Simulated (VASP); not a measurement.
# Na2Sc (P-3m1) in VASP: a series of runs

The runs below take Na2Sc through single point, with r2SCAN, PBE.

All numbers are computed with VASP 6.6.1; they aren't measurements. Logs are shortened: lines on timing, memory, paths and dates and some standing lists are left out, and cuts for length are marked.

## Step 1: The cell of the first run

The structure is trigonal, space group P-3m1 (No. 164). Conventional cell: a = 3.373 Å, b = 3.373 Å, c = 5.630 Å, α = 90.00°, β = 90.00°, γ = 120.00°. Na (site symmetry 3m) has 3 Sc at 2.40 Å within 3.2 Å. Within 3.2 Å of Sc (site symmetry -3m) lie 6 Na at 2.40 Å.

## Step 2: Single point, r2SCAN

File POSCAR:

```
Na2Sc
1.0
    3.3730850600      0.0000000000      0.0000000000
   -1.6865425300      2.9211773500      0.0000000000
    0.0000000000      0.0000000000      5.6300470300
Na Sc
2 1
Direct
    0.3333333300      0.6666666700      0.2500000000
    0.6666666700      0.3333333300      0.7500000000
    0.0000000000      0.0000000000      0.0000000000
```

File INCAR.step1:

```
SYSTEM = Na2Sc
PREC     = Accurate       ! precision mode
ENCUT    = 520            ! plane-wave cutoff, eV
ISMEAR   = -1             ! smearing method
SIGMA    = 0.05           ! smearing width, eV
LREAL    = .False.        ! projectors in reciprocal space
LASPH    = .True.         ! aspherical terms in the spheres
NELM     = 100            ! most SCF steps
NBANDS   = 20             ! bands
GGA      = PE             ! functional
ALGO     = Normal         ! electronic algorithm
EDIFF    = 1E-4           ! SCF threshold, eV
LWAVE    = .True.         ! write WAVECAR
LCHARG   = .False.        ! write CHGCAR
```

File INCAR.step2:

```
SYSTEM = Na2Sc
PREC     = Accurate       ! precision mode
ENCUT    = 520            ! plane-wave cutoff, eV
EDIFF    = 1E-6           ! SCF threshold, eV
ISMEAR   = -1             ! smearing method
SIGMA    = 0.05           ! smearing width, eV
LREAL    = .False.        ! projectors in reciprocal space
LASPH    = .True.         ! aspherical terms in the spheres
NELM     = 100            ! most SCF steps
ALGO     = Normal         ! electronic algorithm
ISIF     = 2              ! what is computed and relaxed
LWAVE    = .False.        ! write WAVECAR
LCHARG   = .False.        ! write CHGCAR
METAGGA  = R2SCAN         ! meta-GGA
LMIXTAU  = .True.       
NBANDS   = 20             ! bands
ISTART   = 1
```

File KPOINTS:

```
regular mesh
0
Gamma
  7 7 4
  0 0 0
```

Potentials or basis: VASP PAW PBE potentials, release 64 (Na_pv, Sc_sv).

Run with:

```sh
> cat potpaw_PBE.64/Na_pv/POTCAR potpaw_PBE.64/Sc_sv/POTCAR > POTCAR
> cp INCAR.step1 INCAR
> mpirun -np 1 vasp_std > vasp.out
> cp INCAR.step2 INCAR
> mpirun -np 1 vasp_std > vasp.out
```

OUTCAR:

```text
SYSTEM = Na2Sc
   PREC = Accurate
   ENCUT = 520
   EDIFF = 1E-6
   ISMEAR = -1
   LREAL = .False.
   LASPH = .True.
   NELM = 100
   ISIF = 2
   METAGGA = R2SCAN
   ISTART = 1

 ion  position               nearest neighbor table
   1  0.333  0.667  0.250-   3 2.40   3 2.40   3 2.40
   2  0.667  0.333  0.750-   3 2.40   3 2.40   3 2.40
   3  0.000  0.000  0.000-   1 2.40   2 2.40   1 2.40   2 2.40   2 2.40   1 2.40

  LATTYP: Found a hexagonal cell.
 ALAT       =     3.3730850600
 C/A-ratio  =     1.6691091182

  Lattice vectors:

 A1 = (   3.3730850600,   0.0000000000,   0.0000000000)
 A2 = (  -1.6865425300,   2.9211773500,   0.0000000000)
 A3 = (   0.0000000000,   0.0000000000,   5.6300470300)

Analysis of symmetry for initial positions (statically):
=====================================================================
 Subroutine PRICEL returns:
 Original cell was already a primitive cell.

 Routine SETGRP: Setting up the symmetry group for a
 hexagonal supercell.

 Subroutine GETGRP returns: Found 12 space group operations
 (whereof 12 operations were pure point group operations)
 out of a pool of 24 trial point group operations.

The static configuration has the point symmetry D_3d.

Analysis of symmetry for dynamics (positions and initial velocities):
=====================================================================
 Subroutine PRICEL returns:
 Original cell was already a primitive cell.

 Routine SETGRP: Setting up the symmetry group for a
 hexagonal supercell.

 Subroutine GETGRP returns: Found 12 space group operations
 (whereof 12 operations were pure point group operations)
 out of a pool of 24 trial point group operations.

The dynamic configuration has the point symmetry D_3d.

 Subroutine INISYM returns: Found 12 space group operations
 (whereof 12 operations are pure point group operations),
 and found     1 'primitive' translations

----------------------------------------------------------------------------------------

                                     Primitive cell

  volume of cell :      55.4750

  direct lattice vectors                    reciprocal lattice vectors
     3.373085060  0.000000000  0.000000000     0.296464507  0.171163863  0.000000000
    -1.686542530  2.921177350  0.000000000     0.000000000  0.342327726  0.000000000
     0.000000000  0.000000000  5.630047030     0.000000000  0.000000000  0.177618410

  length of vectors
     3.373085060  3.373085059  5.630047030     0.342327726  0.342327726  0.177618410

  position of ions in fractional coordinates (direct lattice)
     0.333333330  0.666666670  0.250000000
     0.666666670  0.333333330  0.750000000
     0.000000000  0.000000000  0.000000000

  ion indices of the primitive-cell ions
   primitive index   ion index
                 1           1
                 2           2
                 3           3

----------------------------------------------------------------------------------------

 KPOINTS: regular mesh

Automatic generation of k-mesh.
 Grid dimensions read from file:
 generate k-points for:    7    7    4

 Generating k-lattice:

  Cartesian coordinates                     Fractional coordinates (reciprocal lattice)
     0.042352072  0.024451980  0.000000000     0.142857143 -0.000000000  0.000000000
     0.000000000  0.048903961  0.000000000     0.000000000  0.142857143  0.000000000
     0.000000000  0.000000000  0.044404602     0.000000000  0.000000000  0.250000000

  Length of vectors
     0.048903961  0.048903961  0.044404602

  Shift w.r.t. Gamma in fractional coordinates (k-lattice)
     0.000000000  0.000000000  0.000000000

 Subroutine IBZKPT returns following result:
 ===========================================

 Found     28 irreducible k-points:

 Following reciprocal coordinates:
            Coordinates               Weight
  0.000000  0.000000  0.000000      1.000000
  0.142857  0.000000  0.000000      6.000000
  0.285714  0.000000  0.000000      6.000000
  0.428571  0.000000  0.000000      6.000000
  0.142857  0.142857  0.000000      6.000000
  0.285714  0.142857  0.000000     12.000000
[... 16 lines left out ...]
  0.285714  0.000000  0.500000      6.000000
  0.428571  0.000000  0.500000      6.000000
 [... further k-points ...]
   k-points           NKPTS =     28   k-points in BZ     NKDIM =     28   number of bands    NBANDS=     20
   number of dos      NEDOS =    301   number of ions     NIONS =      3
   total plane-waves  NPLWV =  32928
   dimension x,y,z NGX =    28 NGY =   28 NGZ =   42
   dimension x,y,z NGXF=    56 NGYF=   56 NGZF=   84
   ions per type =               2   1
   NGX,Y,Z   is equivalent  to a cutoff of  13.80, 13.80, 12.40 a.u.
   NGXF,Y,Z  is equivalent  to a cutoff of  27.60, 27.60, 24.80 a.u.
 SYSTEM =  Na2Sc
   PREC   = accura    normal or accurate (medium, high low for compatibility)
   ISTART =      1    job   : 0-new  1-cont  2-samecut
   ICHARG =      0    charge: 1-file 2-atom 10-const
   ISPIN  =      1    spin polarized calculation?
   LNONCOLLINEAR =      F non collinear calculations
   LSORBIT =      F    spin-orbit coupling
   LASPH  =      T    aspherical Exc in radial PAW
   ENCUT  =  520.0 eV  38.22 Ry    6.18 a.u.   6.27  6.27 10.47*2*pi/ulx,y,z
   NELM   =    100;   NELMIN=  2; NELMDL=  0     # of ELM steps
   EDIFF  = 0.1E-05   stopping-criterion for ELM
   LREAL  =      F    real-space projection
   EDIFFG = 0.1E-04   stopping-criterion for IOM
   NSW    =      0    number of steps for IOM
   IBRION =     -1    ionic relax: 0-MD 1-quasi-New 2-CG
   NFREE  =      0    steps in history (QN), initial steepest desc. (CG)
   ISIF   =      2    stress and relaxation
   ISYM   =      2    0-nonsym 1-usesym 2-fastsym
   POTIM  = 0.5000    time-step for ionic-motion
   TEBEG  =    0.0;   TEEND  =   0.0 temperature during run
   PSTRESS=    0.0 pullay stress
   NELECT =      25.0000    total number of electrons
   NUPDOWN=      -1.0000    fix difference up-down
   EMIN   =  10.00;   EMAX   =-10.00  energy-range for DOS
   EFERMI =   0.00;   METHOD = LEGACY
   ISMEAR =    -1;   SIGMA  =   0.05  broadening in eV -4-tet -1-fermi 0-gaus
   EFERMI_NEDOS =   21; number of points for ismear=-14 and -15
   IALGO  =     38    algorithm
   IMIX   =      4    mixing-type and parameters
     AMIX     =   0.40;   BMIX     =  1.00
     AMIX_MAG =   1.60;   BMIX_MAG =  1.00
  volume/ion in A,a.u.               =      18.49       124.79
  Fermi-wavevector in a.u.,A,eV,Ry     =   1.255131  2.371854 21.433993  1.575354
  Thomas-Fermi vector in A             =   2.388903
   LORBIT       =      0    0 simple, 1 ext, 2 COOP (PROOUT), +10 PAW based schemes
   METAGGA = R2SCAN    functional components
   LHFCALC =     F    Hartree Fock is set to
   AEXX    =    0.0000 exact exchange contribution
   IVDW    =     0    specifies the selected vdW correction
   LEPSILON=     F    determine dielectric tensor
   LRPA    =     F    only Hartree local field effects (RPA)
 non-spin polarized calculation
  energy-cutoff  :      520.00
  volume of cell :       55.47
 maximum number of plane-waves:      1521
 NGX is ok and might be reduce to    28
   NGX = 13   NGY = 13   NGZ = 21

 number of electron      24.9999993 magnetization

 Free energy of the ion-electron system (eV)
  ---------------------------------------------------
  ext. energy  EPLUGINS =         0.00000000
  ---------------------------------------------------
  free energy    TOTEN  =       -12.59725293 eV

  energy without entropy =      -12.56692466  energy(sigma->0) =      -12.58208880

 E-fermi :   3.8788     XC(G=0): -10.0457

 val. band max:        3.8757513577   @ k =   0.2857   0.1429   0.5000
 cond. band min:       3.8819216949   @ k =   0.2857   0.0000   0.5000
 fundamental gap:      0.0061703372
 Fermi energy:         3.8787501105

 k-point     1 :       0.0000    0.0000    0.0000
  band No.  band energies     occupation
      1     -47.8390      2.00000
      2     -25.8526      2.00000
      3     -25.4790      2.00000
      4     -25.4790      2.00000
      5     -22.5332      2.00000
      6     -22.4881      2.00000
[... 12 lines left out ...]
     19      15.6370      0.00000
     20      15.6736      0.00000

 k-point     2 :       0.1429    0.0000    0.0000
  band No.  band energies     occupation
      1     -47.8337      2.00000
      2     -25.8572      2.00000
      3     -25.5422      2.00000
      4     -25.4979      2.00000
      5     -22.5167      2.00000
      6     -22.4892      2.00000
[... 12 lines left out ...]
     19      13.1630      0.00000
     20      14.8977      0.00000

 k-point     3 :       0.2857    0.0000    0.0000
  band No.  band energies     occupation
      1     -47.8216      2.00000
      2     -25.8683      2.00000
      3     -25.6790      2.00000
      4     -25.5397      2.00000
      5     -22.5193      2.00000
      6     -22.4965      2.00000
[... 12 lines left out ...]
     19      10.1064      0.00000
     20      13.7251      0.00000

 k-point     4 :       0.4286    0.0000    0.0000
  band No.  band energies     occupation
      1     -47.8120      2.00000
      2     -25.8814      2.00000
      3     -25.7810      2.00000
      4     -25.5727      2.00000
      5     -22.5539      2.00000
      6     -22.4910      2.00000
[... 12 lines left out ...]
     19       8.6211      0.00000
     20      11.1435      0.00000

 k-point     5 :       0.1429    0.1429    0.0000
  band No.  band energies     occupation
      1     -47.8250      2.00000
      2     -25.8646      2.00000
      3     -25.6343      2.00000
      4     -25.5365      2.00000
      5     -22.5083      2.00000
      6     -22.5027      2.00000
[... 12 lines left out ...]
     19      11.3016      0.00000
     20      12.3665      0.00000
[... 353 lines left out ...]
      6     -22.4832      2.00000
[... 12 lines left out ...]
     19      13.1902      0.00000
     20      16.3371      0.00000

 k-point    22 :       0.1429    0.0000    0.5000
  band No.  band energies     occupation
      1     -47.8337      2.00000
      2     -25.8571      2.00000
      3     -25.5420      2.00000
      4     -25.4978      2.00000
      5     -22.5047      2.00000
      6     -22.4964      2.00000
[... 12 lines left out ...]
     19      12.8358      0.00000
     20      14.3199      0.00000

 k-point    23 :       0.2857    0.0000    0.5000
  band No.  band energies     occupation
      1     -47.8216      2.00000
      2     -25.8685      2.00000
      3     -25.6789      2.00000
      4     -25.5395      2.00000
      5     -22.5251      2.00000
      6     -22.5107      2.00000
[... 12 lines left out ...]
     19      11.5574      0.00000
     20      12.1585      0.00000

 k-point    24 :       0.4286    0.0000    0.5000
  band No.  band energies     occupation
      1     -47.8120      2.00000
      2     -25.8822      2.00000
      3     -25.7811      2.00000
      4     -25.5725      2.00000
      5     -22.5536      2.00000
      6     -22.4995      2.00000
[... 12 lines left out ...]
     19       9.2960      0.00000
     20      12.4114      0.00000

 [... further k-points ...]

------------------------ aborting loop because EDIFF is reached ----------------------------------------

  FORCE on cell =-STRESS in cart. coord.  units (eV):
  Direction    XX          YY          ZZ          XY          YZ          ZX
  --------------------------------------------------------------------------------------
  -------------------------------------------------------------------------------------
  Total        9.6091547      9.6091547     10.1700148      0.0000000      0.0000000     -0.0000000
  in kB      277.5227104    277.5227102    293.7209512      0.0000000      0.0000000     -0.0000000
  external PRESSURE =     282.9221239 kB  Pullay stress =       0.0000000 kB

 VOLUME and BASIS-vectors are now :
 -----------------------------------------------------------------------------
  energy-cutoff  :      520.00
  volume of cell :       55.47
      direct lattice vectors                 reciprocal lattice vectors
     3.373085060  0.000000000  0.000000000     0.296464507  0.171163863  0.000000000
    -1.686542530  2.921177350  0.000000000     0.000000000  0.342327726  0.000000000
     0.000000000  0.000000000  5.630047030     0.000000000  0.000000000  0.177618410

 POSITION                                       TOTAL-FORCE (eV/Angst)
 -----------------------------------------------------------------------------------
     -0.00000      1.94745      1.40751        -0.000000      0.000000      3.812285
      1.68654      0.97373      4.22254         0.000000     -0.000000     -3.812285
      0.00000      0.00000      0.00000         0.000000      0.000000      0.000000
 -----------------------------------------------------------------------------------
    total drift:                                0.000000      0.000000      0.000000

  FREE ENERGIE OF THE ION-ELECTRON SYSTEM (eV)
  ---------------------------------------------------
  free  energy   TOTEN  =       -12.5972529341 eV

  energy  without entropy=      -12.5669246560  energy(sigma->0) =      -12.58208880
```

It took 72 s on 1 thread of Intel Xeon 6975P-C (Granite Rapids), shared host; peak memory 0.19 GiB.

Results:

| Property | Result |
| --- | --- |
| Free energy | -12.5973 eV |
| Pressure | 28.3 GPa |
| Largest force | 3.812 eV/Å |
| Band gap on the k mesh | zero (an odd number of electrons rules out a gap without spin polarisation) |

Forces in eV/Å, atoms in the order of the input:
```
Na   0.000  0.000  3.812
Na   0.000  0.000 -3.812
Sc   0.000  0.000  0.000
```

Stress tensor (GPa, compression positive):
```
27.75  0.00  0.00
 0.00 27.75  0.00
 0.00  0.00 29.37
```

Caveat: the cell stands under pressure; the PAW data sets were made with another functional, which shifts forces and pressure a little.

(Part 1 of 2 ends here.)
